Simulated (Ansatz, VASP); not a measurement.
One calculation of TePb, two programs

File INCAR:

```
PREC     = Accurate       # precision mode
ENCUT    = 520            # plane-wave cutoff, eV
EDIFF    = 1E-8           # SCF threshold, eV
ISMEAR   = -1             # smearing method
SIGMA    = 0.03           # smearing width, eV
LREAL    = False          # projectors in reciprocal space
LASPH    = True           # aspherical terms in the spheres
NELM     = 100            # most SCF steps
ALGO     = Normal         # electronic algorithm
ISIF     = 2              # what is computed and relaxed
LWAVE    = False          # write WAVECAR
LCHARG   = False          # write CHGCAR
GGA      = PS             # functional
LEFG     = True         
NBANDS   = 17             # bands
```

KPOINTS

```
Automatic mesh
0
Gamma
  10 10 10
```

Contents of POSCAR:

```
TePb
1.0
    0.0000000000      3.2915400000      3.2270000000
    3.2915400000      0.0000000000      3.2270000000
    3.2915400000      3.2915400000      0.0000000000
Te Pb
1 1
Direct
    0.5000000000      0.5000000000      0.5000000000
    0.0000000000      0.0000000000      0.0000000000
```

Input for Ansatz:

```yaml
crystal:
  lattice:
    - [0.0, 3.29154, 3.227]
    - [3.29154, 0.0, 3.227]
    - [3.29154, 3.29154, 0.0]
  atoms:
    - { symbol: Te, position: [0.5, 0.5, 0.5] }
    - { symbol: Pb, position: [0.0, 0.0, 0.0] }
kpoints:
  mp_grid: { grid: [10, 10, 10] }
scf:
  occupations: { method: fermi_dirac, width: 0.03 }
hamiltonian:
  xc: pbesol
  pseudopotentials: { kind: all_electron, datasets: crystal }
output:
  forces: true
  stress: true
  eigenvalues: true
  efg: { contact_densities: true }
```

Change from the starting cell: equal xx and yy strain of +2 %, crystal datasets.

Alike in both runs: task electric field gradients; functional PBEsol; k mesh 10 × 10 × 10; occupations fermi-dirac, width 0.03 eV; no spin polarisation.

|  | VASP | Ansatz |
| --- | --- | --- |
| version | VASP 6.6.1 | Ansatz 0.2.0 |
| potentials or method | VASP PAW PBE potentials, release 64 (Te, Pb_d), cutoff 520 eV | all-electron PAW with datasets made for the crystal, scalar-relativistic |

VASP gave:

| Item | Value |
| --- | --- |
| pressure (GPa) | -1.8 |
| traceless stress, the component that is largest in VASP (GPa) | 1.36 |
| size of Vzz on the site where it differs most (V/Å²) | 62.3 |

Estimate Ansatz's values.

pressure (GPa): -1.8; traceless stress, the component that is largest in VASP (GPa): 1.36; size of Vzz on the site where it differs most (V/Å²): 66.4.

VASP's potentials were made for PBE, not for PBEsol. Ansatz ran all-electron here, and VASP with PAW potentials.

Spin-orbit coupling is off throughout.
